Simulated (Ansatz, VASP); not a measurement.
# TiC in VASP and in Ansatz

The input POSCAR:

```
TiC
1.0
    0.0000000000      2.0736427364      2.0736427364
    2.0736427364      0.0000000000      2.0736427364
    2.0736427364      2.0736427364      0.0000000000
Ti C
1 1
Direct
    0.0000000000      0.0000000000      0.0000000000
    0.5000000000      0.5000000000      0.5000000000
```

The input INCAR.step1:

```
PREC     = Accurate       # precision mode
ENCUT    = 520            # plane-wave cutoff, eV
ISMEAR   = -1             # smearing method
SIGMA    = 0.1            # smearing width, eV
LREAL    = False          # projectors in reciprocal space
LASPH    = True           # aspherical terms in the spheres
NELM     = 80             # most SCF steps
NBANDS   = 15             # bands
GGA      = PE             # functional
ALGO     = Normal         # electronic algorithm
EDIFF    = 1E-4           # SCF threshold, eV
LWAVE    = True           # write WAVECAR
LCHARG   = False          # write CHGCAR
```

File INCAR.step2:

```
PREC     = Accurate       # precision mode
ENCUT    = 520            # plane-wave cutoff, eV
EDIFF    = 1E-7           # SCF threshold, eV
ISMEAR   = -1             # smearing method
SIGMA    = 0.1            # smearing width, eV
LREAL    = False          # projectors in reciprocal space
LASPH    = True           # aspherical terms in the spheres
NELM     = 80             # most SCF steps
ALGO     = Normal         # electronic algorithm
ISIF     = 2              # what is computed and relaxed
LWAVE    = False          # write WAVECAR
LCHARG   = False          # write CHGCAR
METAGGA  = R2SCAN         # meta-GGA
LMIXTAU  = True         
NBANDS   = 15             # bands
ISTART   = 1
```

Contents of KPOINTS:

```
regular mesh
0
Gamma
  15 15 15
```

Input for Ansatz:

```yaml
crystal:
  lattice:
    - [0.0, 2.0736427364, 2.0736427364]
    - [2.0736427364, 0.0, 2.0736427364]
    - [2.0736427364, 2.0736427364, 0.0]
  atoms:
    - { symbol: Ti, position: [0.0, 0.0, 0.0] }
    - { symbol: C, position: [0.5, 0.5, 0.5] }
kpoints:
  mp_grid: { grid: [15, 15, 15] }
scf:
  occupations: { method: fermi_dirac, width: 0.1 }
hamiltonian:
  xc: r2scan
  pseudopotentials: { kind: paw }
output:
  forces: true
  stress: true
  eigenvalues: true
  populations: true
```

Change from the starting cell: volume scaled by 0.88, PAW files.

Alike in both runs: task single point; functional r2SCAN; k mesh 15 × 15 × 15; occupations fermi-dirac, width 0.1 eV; no spin polarisation.

```csv
,VASP,Ansatz
version,VASP 6.6.1,Ansatz 0.2.0
potentials or method,"VASP PAW PBE potentials, release 64 (Ti_sv, C)","PAW with Ansatz's default frozen-core files, scalar-relativistic"
plane-wave cutoff (eV),520,500
valence electrons in the cell,16,16
```

Ansatz gave:

- pressure (GPa): 43.1

Question: What did VASP give for the same quantities?

Answer: Pressure (GPa): 44.4.

VASP's potentials were made for PBE, not for r2SCAN. Both programs put the cell under a high pressure, so it lies far from rest at this level.
